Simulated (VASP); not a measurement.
# Ba2CeSnO6 (Fm-3m) in VASP: further runs

Ba2CeSnO6 is run at these levels: PBE+U; tasks: single point, relaxation of cell and atoms.

Program: VASP 6.6.1. These are calculated values, not measurements. Logs are shortened: lines on timing, memory, paths and dates and some standing lists are left out, and cuts for length are marked.

## 1. The cell of the first run

Symmetry: Fm-3m, No. 225, cubic system. The conventional cell has a = 8.646 Å, b = 8.646 Å, c = 8.646 Å, α = 90.00°, β = 90.00°, γ = 90.00°. Within 4.0 Å of Ba (site symmetry -43m) lie 12 O at 3.06 Å and 4 Ce at 3.74 Å and 4 Sn at 3.74 Å. Ce (site symmetry m-3m) has 6 O at 2.23 Å within 3.0 Å. O (site symmetry 4mm) has 1 Sn at 2.09 Å and 1 Ce at 2.23 Å within 2.8 Å. Within 2.8 Å of Sn (site symmetry m-3m) lie 6 O at 2.09 Å.

## 2. Single point, PBE+U

INCAR

```
SYSTEM = Ba2CeSnO6
  ALGO = Normal
  EDIFF = 1E-7
  ENCUT = 520
  GGA = PE
  ISIF = 2
  ISMEAR = 0
  LASPH = .True.
  LCHARG = .False.
  LDAU = .True.
  LDAUJ = 0 0 0 0
  LDAUL = -1 3 -1 -1
  LDAUPRINT = 1
  LDAUTYPE = 2
  LDAUU = 0 5 0 0
  LMAXMIX = 6
  LREAL = .False.
  LWAVE = .False.
  NBANDS = 52
  NELM = 150
  PREC = Accurate
  SIGMA = 0.02
```

KPOINTS

```
k-points
0
Gamma
  4 4 4
  0 0 0
```

POSCAR

```
Ba2CeSnO6
1.0
    0.0000000000      4.3230870717      4.3230870717
    4.3230870717      0.0000000000      4.3230870717
    4.3230870717      4.3230870717      0.0000000000
Ba Ce O Sn
2 1 6 1
Direct
    0.2500000000      0.2500000000      0.2500000000
    0.7500000000      0.7500000000      0.7500000000
    0.0000000000      0.0000000000      0.0000000000
    0.7419203596      0.2580796404      0.2580796404
    0.2580796404      0.7419203596      0.7419203596
    0.2580796404      0.7419203596      0.2580796404
    0.7419203596      0.2580796404      0.7419203596
    0.2580796404      0.2580796404      0.7419203596
    0.7419203596      0.7419203596      0.2580796404
    0.5000000000      0.5000000000      0.5000000000
```

Potentials or basis: VASP PAW PBE potentials, release 64 (Ba_sv, Ce, O, Sn_d).

On the command line:

```bash
cat potpaw_PBE.64/Ba_sv/POTCAR potpaw_PBE.64/Ce/POTCAR potpaw_PBE.64/O/POTCAR potpaw_PBE.64/Sn_d/POTCAR > POTCAR
mpirun -np 1 vasp_std > vasp.out
```

OUTCAR:

```text
SYSTEM = Ba2CeSnO6
   EDIFF = 1E-7
   ENCUT = 520
   GGA = PE
   ISIF = 2
   ISMEAR = 0
   LASPH = .True.
   LREAL = .False.
   NELM = 150
   PREC = Accurate

 ion  position               nearest neighbor table
   1  0.250  0.250  0.250-   4 3.06   6 3.06   8 3.06   5 3.06   7 3.06   8 3.06   5 3.06   6 3.06
                             9 3.06   4 3.06   7 3.06   9 3.06   3 3.74  10 3.74   3 3.74  10 3.74
   2  0.750  0.750  0.750-   5 3.06   6 3.06   8 3.06   4 3.06   7 3.06   8 3.06   4 3.06   6 3.06
                             9 3.06   5 3.06   7 3.06   9 3.06   3 3.74  10 3.74  10 3.74  10 3.74
   3  0.000  0.000  0.000-   4 2.23   5 2.23   6 2.23   7 2.23   8 2.23   9 2.23   2 3.74   2 3.74
                             1 3.74   2 3.74   2 3.74   1 3.74   1 3.74   1 3.74
   4  0.742  0.258  0.258-  10 2.09   3 2.23   1 3.06   1 3.06   2 3.06   2 3.06
   5  0.258  0.742  0.742-  10 2.09   3 2.23   2 3.06   1 3.06   1 3.06   2 3.06
   6  0.258  0.742  0.258-  10 2.09   3 2.23   1 3.06   1 3.06   2 3.06   2 3.06
   7  0.742  0.258  0.742-  10 2.09   3 2.23   2 3.06   1 3.06   1 3.06   2 3.06
   8  0.258  0.258  0.742-  10 2.09   3 2.23   1 3.06   1 3.06   2 3.06   2 3.06
   9  0.742  0.742  0.258-  10 2.09   3 2.23   2 3.06   1 3.06   1 3.06   2 3.06
  10  0.500  0.500  0.500-   4 2.09   5 2.09   6 2.09   7 2.09   8 2.09   9 2.09   1 3.74   1 3.74
                             1 3.74   2 3.74   1 3.74   2 3.74   2 3.74   2 3.74

  LATTYP: Found a face centered cubic cell.
 ALAT       =     8.6461741434

  Lattice vectors:

 A1 = (   0.0000000000,   4.3230870717,   4.3230870717)
 A2 = (   4.3230870717,   0.0000000000,   4.3230870717)
 A3 = (   4.3230870717,   4.3230870717,   0.0000000000)

Analysis of symmetry for initial positions (statically):
=====================================================================
 Subroutine PRICEL returns:
 Original cell was already a primitive cell.

 Routine SETGRP: Setting up the symmetry group for a
 face centered cubic supercell.

 Subroutine GETGRP returns: Found 48 space group operations
 (whereof 48 operations were pure point group operations)
 out of a pool of 48 trial point group operations.

The static configuration has the point symmetry O_h .

Analysis of symmetry for dynamics (positions and initial velocities):
=====================================================================
 Subroutine PRICEL returns:
 Original cell was already a primitive cell.

 Routine SETGRP: Setting up the symmetry group for a
 face centered cubic supercell.

 Subroutine GETGRP returns: Found 48 space group operations
 (whereof 48 operations were pure point group operations)
 out of a pool of 48 trial point group operations.

The dynamic configuration has the point symmetry O_h .

 Subroutine INISYM returns: Found 48 space group operations
 (whereof 48 operations are pure point group operations),
 and found     1 'primitive' translations

----------------------------------------------------------------------------------------

                                     Primitive cell

  volume of cell :     161.5891

  direct lattice vectors                    reciprocal lattice vectors
     0.000000000  4.323087072  4.323087072    -0.115658091  0.115658091  0.115658091
[... 120 lines left out ...]
 non-spin polarized calculation
 Gauss-broadening in eV      SIGMA  =   0.02
  energy-cutoff  :      520.00
  volume of cell :      161.59
 maximum number of plane-waves:      4360
 NGX is ok and might be reduce to    48
   NGX = 23   NGY = 23   NGZ = 23

atom =   3  type =  2  l = 3

 onsite density matrix

spin component  1

  0.0734  0.0000  0.0314  0.0000 -0.0000 -0.0000 -0.0000
  0.0000  0.0003  0.0000  0.0000  0.0000  0.0000 -0.0000
  0.0314  0.0000  0.0572  0.0000 -0.0000 -0.0000 -0.0000
  0.0000  0.0000  0.0000  0.0977 -0.0000 -0.0000 -0.0000
 -0.0000  0.0000 -0.0000 -0.0000  0.0572 -0.0000 -0.0314
 -0.0000  0.0000 -0.0000 -0.0000 -0.0000  0.0329 -0.0000
 -0.0000 -0.0000 -0.0000 -0.0000 -0.0314 -0.0000  0.0734

spin component  2

  0.0734  0.0000  0.0314  0.0000 -0.0000 -0.0000 -0.0000
  0.0000  0.0003  0.0000  0.0000  0.0000  0.0000 -0.0000
  0.0314  0.0000  0.0572  0.0000 -0.0000 -0.0000 -0.0000
  0.0000  0.0000  0.0000  0.0977 -0.0000 -0.0000 -0.0000
 -0.0000  0.0000 -0.0000 -0.0000  0.0572 -0.0000 -0.0314
 -0.0000  0.0000 -0.0000 -0.0000 -0.0000  0.0329 -0.0000
 -0.0000 -0.0000 -0.0000 -0.0000 -0.0314 -0.0000  0.0734

 occupancies and eigenvectors

  o =  0.0003  v =  0.0000 -1.0000 -0.0000 -0.0000 -0.0000  0.0000  0.0000  0.0000  0.0000  0.0000  0.0000  0.0000  0.0000  0.0000      0.0000  0.0000  0.0000  0.0000  0.0000  0.0000  0.0000  0.0000  0.0000  0.0000  0.0000  0.0000  0.0000  0.0000
  o =  0.0003  v =  0.0000  0.0000  0.0000  0.0000  0.0000  0.0000  0.0000  0.0000 -1.0000 -0.0000 -0.0000 -0.0000  0.0000  0.0000      0.0000  0.0000  0.0000  0.0000  0.0000  0.0000  0.0000  0.0000  0.0000  0.0000  0.0000  0.0000  0.0000  0.0000
  o =  0.0329  v =  0.0000  0.0000  0.0000  0.0000  0.0000  0.0000  0.0000 -0.6124  0.0000  0.7906  0.0000 -0.0000 -0.0000 -0.0000      0.0000  0.0000  0.0000  0.0000  0.0000  0.0000  0.0000  0.0000  0.0000  0.0000  0.0000  0.0000  0.0000  0.0000
  o =  0.0329  v = -0.6124  0.0000  0.7906  0.0000 -0.0000 -0.0000 -0.0000  0.0000  0.0000  0.0000  0.0000  0.0000  0.0000  0.0000      0.0000  0.0000  0.0000  0.0000  0.0000  0.0000  0.0000  0.0000  0.0000  0.0000  0.0000  0.0000  0.0000  0.0000
  o =  0.0329  v =  0.0000  0.0000 -0.0000 -0.0000 -0.7906  0.0033 -0.6124  0.0000  0.0000  0.0000  0.0000  0.0000  0.0000  0.0000      0.0000  0.0000  0.0000  0.0000  0.0000  0.0000  0.0000  0.0000  0.0000  0.0000  0.0000  0.0000  0.0000  0.0000
  o =  0.0329  v =  0.0000  0.0000  0.0000  0.0000  0.0000  0.0000  0.0000  0.0000  0.0000 -0.0000 -0.0000 -0.7906  0.0033 -0.6124      0.0000  0.0000  0.0000  0.0000  0.0000  0.0000  0.0000  0.0000  0.0000  0.0000  0.0000  0.0000  0.0000  0.0000
  o =  0.0329  v =  0.0000 -0.0000 -0.0000 -0.0000 -0.0026 -1.0000 -0.0020  0.0000  0.0000  0.0000  0.0000  0.0000  0.0000  0.0000      0.0000  0.0000  0.0000  0.0000  0.0000  0.0000  0.0000  0.0000  0.0000  0.0000  0.0000  0.0000  0.0000  0.0000
  o =  0.0329  v =  0.0000  0.0000  0.0000  0.0000  0.0000  0.0000  0.0000  0.0000 -0.0000 -0.0000 -0.0000 -0.0026 -1.0000 -0.0020      0.0000  0.0000  0.0000  0.0000  0.0000  0.0000  0.0000  0.0000  0.0000  0.0000  0.0000  0.0000  0.0000  0.0000
  o =  0.0977  v =  0.0000  0.0000  0.0000  0.0000  0.0000  0.0000  0.0000  0.0000  0.0000  0.0000 -1.0000  0.0002  0.0000 -0.0002      0.0000  0.0000  0.0000  0.0000  0.0000  0.0000  0.0000  0.0000  0.0000  0.0000  0.0000  0.0000  0.0000  0.0000
  o =  0.0977  v =  0.0000  0.0000  0.0000 -1.0000  0.0002  0.0000 -0.0002  0.0000  0.0000  0.0000  0.0000  0.0000  0.0000  0.0000      0.0000  0.0000  0.0000  0.0000  0.0000  0.0000  0.0000  0.0000  0.0000  0.0000  0.0000  0.0000  0.0000  0.0000
  o =  0.0977  v = -0.7906  0.0000 -0.6124 -0.0000  0.0000  0.0000  0.0000  0.0000  0.0000  0.0000  0.0000  0.0000  0.0000  0.0000      0.0000  0.0000  0.0000  0.0000  0.0000  0.0000  0.0000  0.0000  0.0000  0.0000  0.0000  0.0000  0.0000  0.0000
  o =  0.0977  v =  0.0000  0.0000  0.0000  0.0000  0.0000  0.0000  0.0000 -0.7906  0.0000 -0.6124 -0.0000  0.0000  0.0000  0.0000      0.0000  0.0000  0.0000  0.0000  0.0000  0.0000  0.0000  0.0000  0.0000  0.0000  0.0000  0.0000  0.0000  0.0000
  o =  0.0977  v =  0.0000  0.0000 -0.0000 -0.0003 -0.6124 -0.0000  0.7906  0.0000  0.0000  0.0000  0.0000  0.0000  0.0000  0.0000      0.0000  0.0000  0.0000  0.0000  0.0000  0.0000  0.0000  0.0000  0.0000  0.0000  0.0000  0.0000  0.0000  0.0000
  o =  0.0977  v =  0.0000  0.0000  0.0000  0.0000  0.0000  0.0000  0.0000  0.0000  0.0000 -0.0000 -0.0003 -0.6124 -0.0000  0.7906      0.0000  0.0000  0.0000  0.0000  0.0000  0.0000  0.0000  0.0000  0.0000  0.0000  0.0000  0.0000  0.0000  0.0000

 number of electron      82.0000000 magnetization

 Free energy of the ion-electron system (eV)
  ---------------------------------------------------
  ext. energy  EPLUGINS =         0.00000000
  ---------------------------------------------------
  free energy    TOTEN  =       -68.20089352 eV

  energy without entropy =      -68.20089352  energy(sigma->0) =      -68.20089352

 E-fermi :   3.5595     XC(G=0): -10.4506

 val. band max:        3.4354720753   @ k =   0.0000   0.0000   0.0000
 cond. band min:       6.2419164479   @ k =   0.5000   0.0000   0.0000
 fundamental gap:      2.8064443726
 Fermi energy:         3.5595338565

 k-point     1 :       0.0000    0.0000    0.0000
  band No.  band energies     occupation
      1     -29.7836      2.00000
      2     -22.1917      2.00000
      3     -22.1128      2.00000
      4     -16.4286      2.00000
      5     -16.4286      2.00000
      6     -15.9436      2.00000
[... 429 lines left out ...]
     51       9.6110      0.00000
     52       9.7449      0.00000

------------------------ aborting loop because EDIFF is reached ----------------------------------------

  FORCE on cell =-STRESS in cart. coord.  units (eV):
  Direction    XX          YY          ZZ          XY          YZ          ZX
  --------------------------------------------------------------------------------------
  -------------------------------------------------------------------------------------
  Total        1.8478616      1.8478616      1.8478616     -0.0000000     -0.0000000      0.0000000
  in kB       18.3217979     18.3217979     18.3217979     -0.0000000     -0.0000000      0.0000000
  external PRESSURE =      18.3217979 kB  Pullay stress =       0.0000000 kB

 VOLUME and BASIS-vectors are now :
 -----------------------------------------------------------------------------
  energy-cutoff  :      520.00
  volume of cell :      161.59
      direct lattice vectors                 reciprocal lattice vectors
     0.000000000  4.323087072  4.323087072    -0.115658091  0.115658091  0.115658091
     4.323087072  0.000000000  4.323087072     0.115658091 -0.115658091  0.115658091
     4.323087072  4.323087072  0.000000000     0.115658091  0.115658091 -0.115658091

 POSITION                                       TOTAL-FORCE (eV/Angst)
 -----------------------------------------------------------------------------------
      2.16154      2.16154      2.16154         0.000000      0.000000     -0.000000
      6.48463      6.48463      6.48463         0.000000      0.000000      0.000000
      0.00000      0.00000      0.00000         0.000000      0.000000     -0.000000
      2.23140      4.32309      4.32309         0.201650      0.000000     -0.000000
      6.41477      4.32309      4.32309        -0.201650      0.000000     -0.000000
      4.32309      2.23140      4.32309         0.000000      0.201650     -0.000000
      4.32309      6.41477      4.32309         0.000000     -0.201650     -0.000000
      4.32309      4.32309      2.23140         0.000000      0.000000      0.201650
      4.32309      4.32309      6.41477         0.000000      0.000000     -0.201650
      4.32309      4.32309      4.32309         0.000000      0.000000      0.000000
 -----------------------------------------------------------------------------------
    total drift:                               -0.000000     -0.000000      0.000000

  FREE ENERGIE OF THE ION-ELECTRON SYSTEM (eV)
  ---------------------------------------------------
  free  energy   TOTEN  =       -68.2008935167 eV

  energy  without entropy=      -68.2008935167  energy(sigma->0) =      -68.20089352
```

Run time: 2.1 min. Hardware: 1 thread of Intel Xeon 6975P-C (Granite Rapids), shared host; peak memory 0.37 GiB.

Results:

| Item | Value |
| --- | --- |
| Free energy | -68.2009 eV |
| Pressure | 1.8 GPa |
| Largest force | 0.202 eV/Å |
| Band gap on the k mesh | 2.81 eV (least direct gap 3.02 eV) |

Forces in eV/Å, atoms in the order of the input:
```
Ba   0.000  0.000  0.000
Ba   0.000  0.000  0.000
Ce   0.000  0.000  0.000
O    0.202  0.000  0.000
O   -0.202  0.000  0.000
O    0.000  0.202  0.000
O    0.000 -0.202  0.000
O    0.000  0.000  0.202
O    0.000  0.000 -0.202
Sn   0.000  0.000  0.000
```

Levels at points of the mesh, in eV from the valence-band top:
```tsv
k point	band 39	band 40	band 41	band 42	band 43	band 44
(0.00, 0.00, 0.00)	0.00	0.00	0.00	3.04	3.15	3.15
(0.50, 0.00, 0.00)	-0.50	-0.22	-0.22	2.81	3.03	3.11
(0.50, 0.50, 0.00)	-0.61	-0.61	-0.07	2.99	3.03	3.06
```

Eigenvalues of the final occupation matrices:
```tsv
site	spin	trace	eigenvalues
site 3 f	1	0.39	0.00 0.03 0.03 0.03 0.10 0.10 0.10
site 3 f	2	0.39	0.00 0.03 0.03 0.03 0.10 0.10 0.10
```

Caveat: spin-orbit coupling is left out, which moves the levels of the heavy elements. Spin polarisation is off, so any magnetic state and its effect on volume and gap are missing.

## 3. Relaxation of cell and atoms, PBE+U

This run uses another cell than the first one, of 16.39 Å³/atom.

INCAR

```
SYSTEM = Ba2CeSnO6
ALGO = Normal ; EDIFF = 1E-7
EDIFFG = -0.005 ; ENCUT = 600
GGA = PE ; IBRION = 2
ISIF = 3 ; ISMEAR = 0
LASPH = .TRUE. ; LCHARG = .FALSE.
LDAU = .TRUE. ; LDAUJ = 0 0 0 0
LDAUL = -1 3 -1 -1 ; LDAUPRINT = 1
LDAUTYPE = 2 ; LDAUU = 0 5 0 0
LMAXMIX = 6 ; LREAL = .FALSE.
LWAVE = .FALSE. ; NELM = 150
NSW = 100 ; PREC = Accurate
SIGMA = 0.02
```

KPOINTS

```
k-points
0
G
  4 4 4
  0 0 0
```

POSCAR

```
Ba2CeSnO6
1.0
    0.0000000000      4.3438728200      4.3438728200
    4.3438728200      0.0000000000      4.3438728200
    4.3438728200      4.3438728200      0.0000000000
Ba Ce O Sn
2 1 6 1
Direct
    0.2500000000      0.2500000000      0.2500000000
    0.7500000000      0.7500000000      0.7500000000
    0.0000000000      0.0000000000      0.0000000000
    0.7421251800      0.2578748200      0.2578748200
    0.2578748200      0.7421251800      0.7421251800
    0.2578748200      0.7421251800      0.2578748200
    0.7421251800      0.2578748200      0.7421251800
    0.2578748200      0.2578748200      0.7421251800
    0.7421251800      0.7421251800      0.2578748200
    0.5000000000      0.5000000000      0.5000000000
```

Potentials or basis: VASP PAW PBE potentials, release 64 (Ba_sv, Ce, O, Sn_d).

On the command line:

```bash
cat potpaw_PBE.64/Ba_sv/POTCAR potpaw_PBE.64/Ce/POTCAR potpaw_PBE.64/O/POTCAR potpaw_PBE.64/Sn_d/POTCAR > POTCAR
mpirun -np 1 vasp_std > vasp.out
```

It took 5.1 min on 1 thread of Intel Xeon 6975P-C (Granite Rapids), shared host; peak memory 0.41 GiB.

Results (log left out):

```yaml
Free_energy: -68.2333 eV
Relaxed_volume: 16.37 Å³/atom
Relaxed_cell: a = 6.140 Å, b = 6.140 Å, c = 6.140 Å, α = 60.00°, β = 60.00°, γ = 60.00°
Space_group_after_relaxing_to_0.1_Å: Fm-3m (No. 225)
Energy_gained_by_relaxing: 0.6 meV/atom
Ionic_steps: 3
Pressure_after_relaxing: 0.0 GPa
Band_gap_on_the_k_mesh: 2.68 eV (least direct gap 2.89 eV)
```

Step by step:
```
step  energy change (eV)  largest force (eV/Å)  pressure (GPa)  volume (Å³)
   1              0.0000                0.2285           -0.13       163.93
   2             -0.0046                0.0938            0.01       163.62
   3             -0.0055                0.0009           -0.03       163.71
```

Final structure:
```
Ba Ce O Sn
1.0
     0.00000    4.34193    4.34193
     4.34193    0.00000    4.34193
     4.34193    4.34193    0.00000
Ba Ce O Sn
2 1 6 1
Cartesian
  2.1710 2.1710 2.1710
  6.5129 6.5129 6.5129
  0.0000 0.0000 0.0000
  2.2472 4.3419 4.3419
  6.4366 4.3419 4.3419
  4.3419 2.2472 4.3419
  4.3419 6.4366 4.3419
  4.3419 4.3419 2.2472
  4.3419 4.3419 6.4366
  4.3419 4.3419 4.3419
```

Levels at points of the mesh, in eV from the valence-band top:
```tsv
k point	band 39	band 40	band 41	band 42	band 43	band 44
(0.00, 0.00, 0.00)	0.00	0.00	0.00	2.90	3.01	3.01
(0.50, 0.00, 0.00)	-0.49	-0.27	-0.27	2.68	2.90	2.97
(0.50, 0.50, 0.00)	-0.63	-0.63	-0.06	2.85	2.90	2.92
```

Eigenvalues of the final occupation matrices:
| site | spin | trace | eigenvalues |
| --- | --- | --- | --- |
| site 3 f | 1 | 0.39 | 0.00 0.03 0.03 0.03 0.10 0.10 0.10 |
| site 3 f | 2 | 0.39 | 0.00 0.03 0.03 0.03 0.10 0.10 0.10 |

Caveat: spin-orbit coupling is left out, which moves the levels of the heavy elements. Spin polarisation is off, so any magnetic state and its effect on volume and gap are missing.

[end of part 1 of 2]
